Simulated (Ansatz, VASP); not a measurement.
# Ge3Pd in VASP and in Ansatz

INCAR

```
ALGO = Normal ; EDIFF = 1E-6
ENCUT = 520 ; GGA = PE
ISIF = 2 ; ISMEAR = -1
LASPH = T ; LCHARG = T
LELF = T ; LREAL = F
LVHAR = T ; LWAVE = F
NBANDS = 34 ; NELM = 100
PREC = Accurate ; SIGMA = 0.05
```

The input KPOINTS:

```
k-points
0
Gamma
  7 7 7
```

Contents of POSCAR:

```
Ge3Pd
1.0
    4.1420230000      0.0000000000      0.0000000000
    0.0000000000      4.1420230000      0.0000000000
    0.0000000000      0.0000000000      4.1420230000
Pd Ge
1 3
Direct
    0.0000000000      0.0000000000      0.0000000000
    0.5000000000      0.5000000000      0.0000000000
    0.5000000000      0.0000000000      0.5000000000
    0.0000000000      0.5000000000      0.5000000000
```

The input input.yaml:

```yaml
crystal:
  lattice:
    - [4.142023, 0.0, 0.0]
    - [0.0, 4.142023, 0.0]
    - [0.0, 0.0, 4.142023]
  atoms:
    - { symbol: Pd, position: [0.0, 0.0, 0.0] }
    - { symbol: Ge, position: [0.5, 0.5, 0.0] }
    - { symbol: Ge, position: [0.5, 0.0, 0.5] }
    - { symbol: Ge, position: [0.0, 0.5, 0.5] }
hamiltonian:
  xc: pbe
  pseudopotentials: { kind: paw }
kpoints:
  mp_grid: { grid: [7, 7, 7] }
  band_path:
    path:
      - [[0.0, 0.0, 0.0], [0.0, 0.5, 0.0], [0.5, 0.5, 0.0], [0.0, 0.0, 0.0], [0.5, 0.5, 0.5], [0.0, 0.5, 0.0]]
      - [[0.5, 0.5, 0.0], [0.5, 0.5, 0.5]]
    npoints: 14
scf:
  occupations: { method: fermi_dirac, width: 0.05 }
  n_extra_bands: 10
output:
  forces: true
  stress: true
  eigenvalues: true
  fatbands: false
```

Alike in both runs: functional PBE; k mesh 7 × 7 × 7; occupations fermi-dirac, width 0.05 eV; no spin polarisation.

```csv
,VASP,Ansatz
version,VASP 6.6.1,Ansatz 0.2.0
potentials or method,"VASP PAW PBE potentials, release 64 (Pd, Ge_d)",Ansatz PAW
plane-wave cutoff (eV),520,420
valence electrons in the cell,52,60
task,single point,band structure
```

|  | VASP | Ansatz | Ansatz less VASP |
| --- | --- | --- | --- |
| gap on the k mesh at the Fermi level (eV) | none | none | - |
| pressure (GPa) | -0.1 | -0.1 | -0.01 |

A gap of «none» marks a metal or a gap that the smearing closes. The functional is the same, so the differences come from potentials, cutoffs and numerics. VASP's potentials hold 52 valence electrons a cell and Ansatz's 60, so a difference there can come from the potentials and not from the codes.
